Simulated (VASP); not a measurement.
## Ta2Si: single point with LDA

Ta2Si:

```xyz
6
Lattice="-3.0963 3.0963 2.5413 3.0963 -3.0963 2.5413 3.0963 3.0963 -2.5413" Properties=species:S:1:pos:R:3 pbc="T T T"
Ta    2.0850    1.0114    2.5413
Ta   -1.0114    2.0850    2.5413
Ta    1.0114    2.0850    0.0000
Ta    4.1077    1.0114    0.0000
Si    0.0000    0.0000    1.2706
Si    0.0000    0.0000    3.8119
```

```
Program                 : VASP 6.6.1
Task                    : single point
Functional              : LDA
Potentials or basis     : VASP PAW LDA potentials, release 64 (Ta_pv, Si)
Cutoff                  : 520 eV
k mesh                  : 10 × 10 × 10
Occupations             : gaussian, width 0.1 eV
Spin                    : no spin polarisation
Dipole correction       : no
k mesh for the DOS      : 15 × 15 × 15
Occupations for the DOS : tetrahedron
Further INCAR settings  : ALGO = Fast; EDIFF = 1e-06; NBANDS = 35
```

```json
{
 "Valence electrons inside the program's atomic spheres": "Ta 8.87; Si 1.75"
}
```

Levels at points of the mesh, in eV from the Fermi level:
| k point | band 24 | band 25 | band 26 | band 27 | band 28 | band 29 |
| --- | --- | --- | --- | --- | --- | --- |
| (0.00, 0.00, 0.00) | -1.96 | 0.17 | 0.18 | 0.85 | 1.25 | 1.25 |

It took 10 min on 1 thread of Intel(R) Xeon(R) 6975P-C (Granite Rapids), with other jobs on the host, peak memory 0.8 GiB.

Caveat: spin-orbit coupling is left out, which moves the levels of the heavy elements.
